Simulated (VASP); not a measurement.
Au:

```
Au
1.0
    -1.65727    1.65727    1.65727
     1.65727   -1.65727    1.65727
     1.65727    1.65727   -1.65727
Au
1
Direct
  0.00000 0.00000 0.00000
```

* Program: VASP 6.6.1
* Task: relaxation of cell and atoms
* Functional: PBEsol
* Potentials or basis: VASP PAW PBE potentials, release 64 (Au)
* Cutoff: 500 eV
* k mesh: 8 × 8 × 8
* Occupations: gaussian, width 0.1 eV
* Spin: no spin polarisation

At the start: pressure -9.6 GPa; volume 18.21 Å³/atom.

Q: Where does the relaxation end?

A: Over 3 steps the energy falls by 39.4 meV/atom and the volume is 17.03 Å³/atom (-6.5 %); space group Im-3m (No. 229, to 0.05 Å).

Step by step:
```
step  energy change (eV)  largest force (eV/Å)  pressure (GPa)  volume (Å³)
   1              0.0000                0.0000           -9.64        18.21
   2              0.0528                0.0000           21.58        15.47
   3             -0.0394                0.0000           -0.27        17.03
```

Final structure:
```
Au
1.0
    -1.62063    1.62063    1.62063
     1.62063   -1.62063    1.62063
     1.62063    1.62063   -1.62063
Au
1
Cartesian
  0.0000 0.0000 0.0000
```

Caveat: the PAW data sets were made with another functional, which shifts forces and pressure a little.
